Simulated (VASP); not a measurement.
Set up this calculation in VASP 6.6.1, as the native input.

```yaml
Task: single point
Functional: BLYP
Potentials_or_basis: VASP PAW PBE potentials, release 64 (Ni)
Cutoff: 520 eV
k_mesh: 12 × 12 × 12
Occupations: fermi-dirac, width 0.05 eV
Spin: collinear spin, antiferromagnetic start
Starting_moments: "[0.8, -0.8] μB"
Dipole_correction: no
Further_INCAR_settings: ALGO = Normal; EDIFF = 1e-06; NBANDS = 21
```

The structure of Ni lies in POSCAR:

```
Ni
1.0
    0.0000000000      2.3641476893      2.3641476893
    2.3641476893      0.0000000000      2.3641476893
    2.3641476893      2.3641476893      0.0000000000
Ni
2
Direct
    0.0000000000      0.0000000000      0.0000000000
    0.5000000000      0.5000000000      0.5000000000
```

This isn't the form of Ni at room conditions, which is fcc.

One way to write it, as run:

INCAR

```
PREC     = Accurate       # precision mode
ENCUT    = 520            # plane-wave cutoff, eV
EDIFF    = 1E-6           # SCF threshold, eV
ISMEAR   = -1             # smearing method
SIGMA    = 0.05           # smearing width, eV
LREAL    = F              # projectors in reciprocal space
LASPH    = T              # aspherical terms in the spheres
NELM     = 150            # most SCF steps
ALGO     = Normal         # electronic algorithm
ISIF     = 2              # what is computed and relaxed
LWAVE    = F              # write WAVECAR
LCHARG   = F              # write CHGCAR
ISPIN    = 2              # spin polarisation
MAGMOM   = 0.8 -0.8       # initial moments
LORBIT   = 11             # projections on sites
LMAXMIX  = 4              # l up to which the mixer works
GGA      = B5             # functional
ALDAX    = 1.0          
AGGAX    = 1.0          
AGGAC    = 1.0          
ALDAC    = 0.0          
NBANDS   = 21             # bands
```

KPOINTS

```
regular mesh
0
Gamma
  12 12 12
```

Potentials or basis: VASP PAW PBE potentials, release 64 (Ni).

The run is started by

```bash
$ cat potpaw_PBE.64/Ni/POTCAR > POTCAR
$ mpirun -np 1 vasp_std > vasp.out
```

Results of the run:

The pressure is 0.1 GPa and the band gap on the k mesh is zero (filled and empty bands overlap). The net moment is 0.00 μB per cell and the valence electrons inside the program's atomic spheres are Ni 9.24.

Caveat: the moments typed at the start vanished in this run; the PAW data sets were made with another functional, which shifts forces and pressure a little.

Wall time 76 s on 1 thread of Intel Xeon 8259CL (shared host), peak memory 0.21 GiB.
